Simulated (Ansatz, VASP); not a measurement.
**One calculation of Mg4Cd, two programs**

INCAR

```
PREC     = Accurate       # precision mode
ENCUT    = 600            # plane-wave cutoff, eV
EDIFF    = 1E-7           # SCF threshold, eV
ISMEAR   = 0              # smearing method
SIGMA    = 0.1            # smearing width, eV
LREAL    = False          # projectors in reciprocal space
LASPH    = True           # aspherical terms in the spheres
NELM     = 60             # most SCF steps
ALGO     = Normal         # electronic algorithm
ISIF     = 3              # what is computed and relaxed
LWAVE    = False          # write WAVECAR
LCHARG   = False          # write CHGCAR
GGA      = PE             # functional
IBRION   = 2              # ionic algorithm
NSW      = 90             # ionic steps
EDIFFG   = -0.04          # ionic threshold
```

File KPOINTS:

```
regular mesh
0
Gamma
  4 4 4
```

File POSCAR:

```
Mg4Cd
1.0
    4.6479850700      0.0000000000      0.0000000000
    0.0000000000      4.6479850700      0.0000000000
    0.0000000000      0.0000000000      4.6479850700
Mg Cd
4 1
Direct
    0.2500000000      0.2500000000      0.2500000000
    0.7500000000      0.7500000000      0.2500000000
    0.2500000000      0.7500000000      0.7500000000
    0.7500000000      0.2500000000      0.7500000000
    0.0000000000      0.0000000000      0.0000000000
```

Input for Ansatz:

```yaml
crystal:
  lattice:
    - [4.64798507, 0.0, 0.0]
    - [0.0, 4.64798507, 0.0]
    - [0.0, 0.0, 4.64798507]
  atoms:
    - { symbol: Mg, position: [0.25, 0.25, 0.25] }
    - { symbol: Mg, position: [0.75, 0.75, 0.25] }
    - { symbol: Mg, position: [0.25, 0.75, 0.75] }
    - { symbol: Mg, position: [0.75, 0.25, 0.75] }
    - { symbol: Cd, position: [0.0, 0.0, 0.0] }
basis:
  ecutwfc: 420
kpoints:
  mp_grid: { grid: [4, 4, 4] }
hamiltonian:
  xc: pbe
scf:
  occupations: { method: gaussian, width: 0.1 }
  lower_state_search: "off"
output:
  forces: true
  stress: true
  eigenvalues: true
relax:
  adjacent_minimum: "off"
  f_tol: 0.04
  max_steps: 70
  cell: { stress_tol: 0.4 }
```

Change from the starting cell: species swapped into the SnI4 type (P-43m, No. 215).

Alike in both runs: task relaxation of cell and atoms; functional PBE; k mesh 4 × 4 × 4; occupations gaussian, width 0.1 eV; no spin polarisation.

|  | VASP | Ansatz |
| --- | --- | --- |
| version | VASP 6.6.1 | Ansatz 0.2.0 |
| potentials or method | VASP PAW PBE potentials, release 64 (Mg, Cd), cutoff 600 eV | scalar-relativistic, plane waves, PAW |
| valence electrons in the cell | 20 | 60 |

|  | VASP | Ansatz | Ansatz less VASP |
| --- | --- | --- | --- |
| gap on the k mesh at the Fermi level, each at its own relaxed structure (eV) | none | none | - |
| relaxed volume (Å³/atom) | 28.84 | 29.18 | +0.346 |
| relaxed length of the cell vector where the two differ most in proportion (Å) | 5.244 | 5.265 | +0.0209 |

A gap of «none» marks a metal or a gap that the smearing closes. VASP's potentials hold 20 valence electrons a cell and Ansatz's 60, so a difference there can come from the potentials and not from the codes.

Noted on VASP's run: the volume moved by over 15 % at a fixed basis, so the end points are rough.
